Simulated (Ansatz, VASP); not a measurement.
**Two plane-wave programs on Ge2Sb2Te5**

File INCAR:

```
SYSTEM = Ge2Sb2Te5
PREC = Accurate
ENCUT = 520
EDIFF = 1E-7
ISMEAR = 0
SIGMA = 0.15
LREAL = .FALSE.
LASPH = .TRUE.
NELM = 100
ALGO = Normal
ISIF = 2
LWAVE = .FALSE.
LCHARG = .FALSE.
GGA = PS
NBANDS = 44
```

File KPOINTS:

```
Automatic mesh
0
G
  12 12 4
  0 0 0
```

File POSCAR:

```
Ge2Sb2Te5
1.0
    4.4118208446      0.0000000000      0.0000000000
   -2.2059104223      3.8207489284      0.0000000000
    0.0000000000      0.0000000000     17.9613891962
Ge Sb Te
2 2 5
Direct
    0.0000000000      0.0000000000      0.3381075982
    0.0000000000      0.0000000000      0.6618924018
    0.3333333333      0.6666666667      0.1166940723
    0.6666666667      0.3333333333      0.8833059277
    0.0000000000      0.0000000000      0.0000000000
    0.3333333333      0.6666666667      0.7810582678
    0.6666666667      0.3333333333      0.2189417322
    0.3333333333      0.6666666667      0.4206821615
    0.6666666667      0.3333333333      0.5793178385
```

Input for Ansatz:

```yaml
crystal:
  lattice:
    - [4.4118208446, 0.0, 0.0]
    - [-2.2059104223, 3.8207489284, 0.0]
    - [0.0, 0.0, 17.9613891962]
  atoms:
    - { symbol: Ge, position: [0.0, 0.0, 0.3381075982] }
    - { symbol: Ge, position: [0.0, 0.0, 0.6618924018] }
    - { symbol: Sb, position: [0.3333333333, 0.6666666667, 0.1166940723] }
    - { symbol: Sb, position: [0.6666666667, 0.3333333333, 0.8833059277] }
    - { symbol: Te, position: [0.0, 0.0, 0.0] }
    - { symbol: Te, position: [0.3333333333, 0.6666666667, 0.7810582678] }
    - { symbol: Te, position: [0.6666666667, 0.3333333333, 0.2189417322] }
    - { symbol: Te, position: [0.3333333333, 0.6666666667, 0.4206821615] }
    - { symbol: Te, position: [0.6666666667, 0.3333333333, 0.5793178385] }
basis:
  ecutwfc: 420
kpoints:
  mp_grid: { grid: [12, 12, 4] }
hamiltonian:
  xc: pbesol
scf:
  occupations: { method: gaussian, width: 0.15 }
output:
  forces: true
  stress: true
  eigenvalues: true
```

Change from the starting cell: strain +0.050 along x and y, +0.050 along z, atoms carried along.

Alike in both runs: task single point; functional PBEsol; k mesh 12 × 12 × 4; occupations gaussian, width 0.15 eV; no spin polarisation.

```csv
,VASP,Ansatz
version,VASP 6.6.1,Ansatz 0.2.0
potentials or method,"VASP PAW PBE potentials, release 64 (Ge_d, Sb, Te), cutoff 520 eV","scalar-relativistic, plane waves, PAW"
valence electrons in the cell,68,138
```

Ansatz gave:

| Quantity | Value |
| --- | --- |
| gap on the k mesh at the Fermi level (eV) | 0.04 |
| least direct gap on the mesh (eV) | 0.10 |
| pressure (GPa) | -5.9 |
| rms of the force components (eV/Å) | 0.290 |

**Question.** Estimate VASP's values.

**Answer.** gap on the k mesh at the Fermi level (eV): 0.04; least direct gap on the mesh (eV): 0.11; pressure (GPa): -5.8; rms of the force components (eV/Å): 0.284.

VASP's potentials were made for PBE, not for PBEsol. Atom by atom the forces differ by 0.006 eV/Å (rms over components). With one functional, cell and mesh, what is left measures potentials, basis and numerics. VASP's potentials hold 68 valence electrons a cell and Ansatz's 138, so a difference there can come from the potentials and not from the codes.

Neither program's run includes spin-orbit coupling.
